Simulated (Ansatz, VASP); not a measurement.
**CdF2: VASP beside Ansatz**

```xyz
3
Lattice="0.0000 2.5399 2.6793 2.5399 0.0000 2.6793 2.5399 2.5399 0.0000" Properties=species:S:1:pos:R:3 pbc="T T T"
Cd    0.0000    0.0000    0.0000
F     1.2699    1.2699    1.3397
F     3.8098    3.8098    4.0190
```

Alike in both runs: task single point; functional PBE; k mesh 8 × 8 × 8; occupations gaussian, width 0.05 eV; no spin polarisation.

|  | VASP | Ansatz |
| --- | --- | --- |
| version | VASP 6.6.1 | Ansatz 0.2.0 |
| potentials or method | VASP PAW PBE potentials, release 64 (Cd, F), cutoff 520 eV | scalar-relativistic, plane waves, PAW |
| valence electrons in the cell | 26 | 34 |

|  | VASP | Ansatz | Ansatz less VASP |
| --- | --- | --- | --- |
| gap on the k mesh at the Fermi level (eV) | 3.44 | 3.48 | +0.042 |
| least direct gap on the mesh (eV) | 3.69 | 3.73 | +0.041 |
| pressure (GPa) | 26.4 | 24.8 | -1.58 |
| traceless stress, the component that is largest in VASP (GPa) | -3.96 | -4.06 | -0.098 |

The functional is the same, so the differences come from potentials, cutoffs and numerics. VASP's potentials hold 26 valence electrons a cell and Ansatz's 34, so a difference there can come from the potentials and not from the codes.
